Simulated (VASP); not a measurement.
Mg2SeS4, 7 atoms in the cell. It takes space group R-3m (No. 166, trigonal). Conventional cell: a = 5.237 Å, b = 5.237 Å, c = 23.785 Å, α = 90.00°, β = 90.00°, γ = 120.00°. Within 2.5 Å of Mg (site symmetry 3m) lie 1 Se at 1.90 Å. Se (site symmetry -3m) has 2 Mg at 1.90 Å within 2.5 Å. S (site symmetry 3m) has 6 Mg at 3.15 to 4.20 Å and 3 Se at 3.19 Å and 7 S at 3.60 to 3.99 Å within 4.3 Å. S (site symmetry 3m) has 4 Mg at 3.06 to 3.21 Å and 7 S at 3.60 to 3.99 Å within 4.0 Å. The cell was generated, and may not be a known phase.

- Program: VASP 6.6.1
- Task: single point
- Functional: PBE
- Potentials or basis: VASP PAW PBE potentials, release 64 (Mg, Se, S)
- Cutoff: 520 eV
- k mesh: 6 × 6 × 6
- Occupations: gaussian, width 0.1 eV
- Spin: no spin polarisation
- Dipole correction: no
- Further INCAR settings: ALGO = Normal; EDIFF = 1e-07; NBANDS = 26

Potentials or basis: VASP PAW PBE potentials, release 64 (Mg, Se, S).

Run with:

```bash
$ cat potpaw_PBE.64/Mg/POTCAR potpaw_PBE.64/Se/POTCAR potpaw_PBE.64/S/POTCAR > POTCAR
$ mpirun -np 1 vasp_std > vasp.out
```

Hardware: 1 thread of Intel(R) Xeon(R) Platinum 8175M CPU @ 2.50GHz (Skylake/Cascade Lake), with other jobs on the host.

Problem. How long does it take, and how much memory?

Solution. It took 8.6 min on 1 thread of Intel(R) Xeon(R) Platinum 8175M CPU @ 2.50GHz (Skylake/Cascade Lake), with other jobs on the host, peak memory 0.63 GiB. Counts: scf iterations 17, k points 32.
